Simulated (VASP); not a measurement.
SiGe2:

```
Si Ge
1.0
     3.09389    0.00000    0.00000
    -1.54695    2.67939    0.00000
     0.00000    0.00000    6.36765
Si Ge
1 2
Cartesian
  0.0000 0.0000 0.0000
  0.0000 0.0000 2.2250
  0.0000 0.0000 4.1426
```

```yaml
Program: VASP 6.6.1
Task: relaxation of cell and atoms
Functional: PBE
Potentials_or_basis: VASP PAW PBE potentials, release 64 (Si, Ge_d)
Cutoff: 600 eV
k_mesh: 6 × 6 × 4
Occupations: gaussian, width 0.1 eV
Spin: no spin polarisation
```

At the start: pressure 28.6 GPa; volume 17.60 Å³/atom.

Task: Where does the relaxation end?

Result: Over 37 steps the energy falls by 1295.0 meV/atom and the volume is 18.21 Å³/atom (+3.5 %); space group P6/mmm (No. 191, to 0.05 Å).

The path:
```
step  energy change (eV)  largest force (eV/Å)  pressure (GPa)  volume (Å³)
   1              0.0000               10.7214           28.61        52.79
   2             -3.2190                0.0778           -6.02        73.57
   3             -3.2238                0.0397           -5.84        73.20
   4             -3.2277                0.0034           -5.71        72.85
   5             -3.2230                0.3223           -5.28        70.92
   6             -3.2300                0.1974           -5.38        71.62
   7             -3.4416                0.1632           -0.25        64.05
   8             -3.4416                0.1638           -0.25        64.08
   9             -3.4415                0.1663           -0.41        64.23
  10             -3.4455                0.2036           -0.26        63.90
  11             -3.4544                0.3185            0.20        62.90
  12             -3.4615                0.5589            1.34        60.89
  13             -3.4521                1.2385            3.70        56.89
  14             -3.4523                1.2414            3.74        56.88
  15             -3.4532                1.2503            3.74        56.83
  16             -3.4550                1.2681            3.76        56.73
  17             -3.4587                1.3064            3.78        56.54
  18             -3.4672                1.3926            3.81        56.15
  19             -3.4865                1.5642            3.90        55.37
  20             -3.5185                1.7125            4.55        53.82
  21             -3.4619                1.2436            7.09        50.71
  22             -3.5097                1.7372            5.48        52.58
  23             -3.5439                1.5455            5.63        51.98
  24             -3.5535                0.9399            6.49        50.86
  25             -3.5591                1.2080            6.13        51.26
  26             -3.6058                1.1401            5.67        51.50
  27             -3.7217                0.8734            4.15        52.24
  28             -3.8510                0.4588            1.53        53.69
  29             -3.7918                0.0148           -1.44        56.54
  30             -3.8727                0.2272           -0.06        54.78
  31             -3.8736                0.2608            0.20        54.59
  32             -3.8735                0.2727            0.29        54.53
  33             -3.8751                0.2587            0.19        54.57
  34             -3.8787                0.2153           -0.08        54.70
  35             -3.8813                0.1178           -0.59        54.97
  36             -3.8833                0.0746           -0.50        54.86
  37             -3.8850                0.0246           -0.19        54.63
```

Final structure:
```
Si Ge
1.0
     2.76549    0.00000    0.00000
    -1.38274    2.39498    0.00000
     0.00000    0.00000    8.24756
Si Ge
1 2
Direct
  0.00000 0.00000 0.00000
  0.00000 0.00000 0.32907
  0.00000 0.00000 0.67093
```

Caveat: the k points lie up to 0.44 Å⁻¹ apart in the final cell.
